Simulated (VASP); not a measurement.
A run of VASP 6.6.1 is set up as follows.

Contents of INCAR:

```
PREC = Accurate
ENCUT = 520
EDIFF = 1E-7
ISMEAR = -1
SIGMA = 0.05
LREAL = F
LASPH = T
NELM = 100
ALGO = Normal
ISIF = 2
LWAVE = F
LCHARG = F
GGA = PE
NBANDS = 20
```

Contents of KPOINTS:

```
regular mesh
0
Gamma
  9 9 5
```

File POSCAR:

```
Tl
1.0
    3.5237819143      0.0000000000      0.0000000000
   -1.7618909571      3.0516846552      0.0000000000
    0.0000000000      0.0000000000      5.6333608439
Tl
2
Direct
    0.6666666667      0.3333333333      0.7500000000
    0.3333333333      0.6666666667      0.2500000000
```

Potentials or basis: VASP PAW PBE potentials, release 64 (Tl_d).

Command:

```console
$ cat potpaw_PBE.64/Tl_d/POTCAR > POTCAR
$ mpirun -np 1 vasp_std > vasp.out
```

(1) Predict the pressure.

(2) Predict the band gap on the k mesh.

Answers

(1) 1.2 GPa.

(2) zero (bands 13 and 14 overlap by 3.39 eV).

Caveat: spin-orbit coupling is left out, which moves the levels of the heavy elements.
